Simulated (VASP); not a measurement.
Wanted: the native input for a VASP 6.6.1 run.

```yaml
Task: relaxation of cell and atoms
Functional: PBE
Potentials_or_basis: VASP PAW PBE potentials, release 64 (Ti_sv, Ni, C, N)
Cutoff: 600 eV
k_mesh: 6 × 6 × 6
Occupations: gaussian, width 0.1 eV
Spin: collinear spin, ferrimagnetic start
Starting_moments: "[-0.6, 0.95, 0.0, 0.0, 0.0, 0.0, 0.0, 0.0, 0.0, 0.0] μB"
Dipole_correction: no
Further_INCAR_settings: ALGO = Normal; EDIFF = 1e-07; IBRION = 2; EDIFFG = -0.01; NSW = 100; ISIF = 3
```

The structure of TiNiC4N4 lies in POSCAR:

```
TiNiC4N4
1.0
    5.9359261065      0.0000000000      0.0000000000
    0.0000000000      5.9359261065      0.0000000000
    0.0000000000      0.0000000000      5.9359261065
Ti Ni C N
1 1 4 4
Direct
    0.0000000000      0.0000000000      0.0000000000
    0.5000000000      0.5000000000      0.5000000000
    0.2026066517      0.2026066517      0.2026066517
    0.2026066517      0.7973933483      0.7973933483
    0.7973933483      0.2026066517      0.7973933483
    0.7973933483      0.7973933483      0.2026066517
    0.3169751685      0.3169751685      0.3169751685
    0.3169751685      0.6830248315      0.6830248315
    0.6830248315      0.3169751685      0.6830248315
    0.6830248315      0.6830248315      0.3169751685
```

One way to write it, as run:

INCAR

```
PREC = Accurate
ENCUT = 600
EDIFF = 1E-7
ISMEAR = 0
SIGMA = 0.1
LREAL = F
LASPH = T
NELM = 200
ALGO = Normal
ISIF = 3
LWAVE = F
LCHARG = F
ISPIN = 2
MAGMOM = -0.6 0.95 0 0 0 0 0 0 0 0
LORBIT = 11
LMAXMIX = 4
GGA = PE
IBRION = 2
NSW = 100
EDIFFG = -0.01
GGA_COMPAT = F
NELMIN = 4
KPAR = 4
```

KPOINTS

```
Automatic mesh
0
Gamma
  6 6 6
```

Potentials or basis: VASP PAW PBE potentials, release 64 (Ti_sv, Ni, C, N).

The run is started by

```sh
$ cat potpaw_PBE.64/Ti_sv/POTCAR potpaw_PBE.64/Ni/POTCAR potpaw_PBE.64/C/POTCAR potpaw_PBE.64/N/POTCAR > POTCAR
$ mpirun -np 4 vasp_std > vasp.out
```

It gave:

| Quantity | Value |
| --- | --- |
| Relaxed volume | 20.76 Å³/atom |
| Relaxed cell | a = 5.921 Å, b = 5.921 Å, c = 5.921 Å, α = 90.00°, β = 90.00°, γ = 90.00° |
| Space group after relaxing (to 0.1 Å) | P-43m (No. 215) |
| Energy gained by relaxing | 0.4 meV/atom |
| Ionic steps | 5 |
| Pressure after relaxing | 0.0 GPa |
| Largest force after relaxing | 0.008 eV/Å |
| Net moment | 0.00 μB per cell |
| Site moments | Ti -0.65; Ni +0.86; C +0.01; N +0.00 μB |
| Valence electrons inside the program's atomic spheres | Ti 10.24; Ni 9.38; C 2.61; N 3.85 |

Run time: 7.5 min on 4 MPI ranks on Intel(R) Xeon(R) 6975P-C (Granite Rapids), on a shared host, peak memory 0.63 GiB a rank.
